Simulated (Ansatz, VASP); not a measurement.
## Ti4C3: VASP beside Ansatz

The input INCAR:

```
ALGO = Normal
EDIFF = 1E-6
EDIFFG = -0.04
ENCUT = 600
GGA = PE
IBRION = 2
ISIF = 3
ISMEAR = 0
LASPH = T
LCHARG = F
LREAL = F
LWAVE = F
NELM = 100
NSW = 90
PREC = Accurate
SIGMA = 0.1
```

File KPOINTS:

```
k-points
0
Gamma
  4 4 4
```

The input POSCAR:

```
Ti4C3
1.0
    4.3860000000      0.0000000000      0.0000000000
    0.0000000000      4.3860000000      0.0000000000
    0.0000000000      0.0000000000      4.3860000000
Ti C
4 3
Direct
    0.5000000000      0.0000000000      0.0000000000
    0.0000000000      0.5000000000      0.0000000000
    0.0000000000      0.0000000000      0.5000000000
    0.5000000000      0.5000000000      0.5000000000
    0.0000000000      0.5000000000      0.5000000000
    0.5000000000      0.0000000000      0.5000000000
    0.5000000000      0.5000000000      0.0000000000
```

Input for Ansatz:

```yaml
crystal:
  lattice:
    - [4.386, 0.0, 0.0]
    - [0.0, 4.386, 0.0]
    - [0.0, 0.0, 4.386]
  atoms:
    - { symbol: Ti, position: [0.5, 0.0, 0.0] }
    - { symbol: Ti, position: [0.0, 0.5, 0.0] }
    - { symbol: Ti, position: [0.0, 0.0, 0.5] }
    - { symbol: Ti, position: [0.5, 0.5, 0.5] }
    - { symbol: C, position: [0.0, 0.5, 0.5] }
    - { symbol: C, position: [0.5, 0.0, 0.5] }
    - { symbol: C, position: [0.5, 0.5, 0.0] }
basis:
  ecutwfc: 420
kpoints:
  mp_grid: { grid: [4, 4, 4] }
hamiltonian:
  xc: pbe
scf:
  occupations: { method: gaussian, width: 0.1 }
  lower_state_search: "off"
output:
  forces: true
  stress: true
  eigenvalues: true
relax:
  adjacent_minimum: "off"
  f_tol: 0.04
  max_steps: 70
  cell: { stress_tol: 0.4 }
```

Change from the starting cell: ordered vacancies on the anion sites of rock salt (Pm-3m, No. 221).

Alike in both runs: task relaxation of cell and atoms; functional PBE; k mesh 4 × 4 × 4; occupations gaussian, width 0.1 eV; no spin polarisation.

|  | VASP | Ansatz |
| --- | --- | --- |
| version | VASP 6.6.1 | Ansatz 0.2.0 |
| potentials or method | VASP PAW PBE potentials, release 64 (Ti_sv, C), cutoff 600 eV | scalar-relativistic, plane waves, PAW |
| valence electrons in the cell | 60 | 60 |

|  | VASP | Ansatz | Ansatz less VASP |
| --- | --- | --- | --- |
| gap on the k mesh at the Fermi level, each at its own relaxed structure (eV) | none | none | - |
| relaxed volume (Å³/atom) | 11.44 | 11.44 | -0.002 |
| relaxed cell length with the largest relative difference (Å) | 4.310 | 4.310 | -0.0002 |

A gap of «none» marks a metal or a gap that the smearing closes.
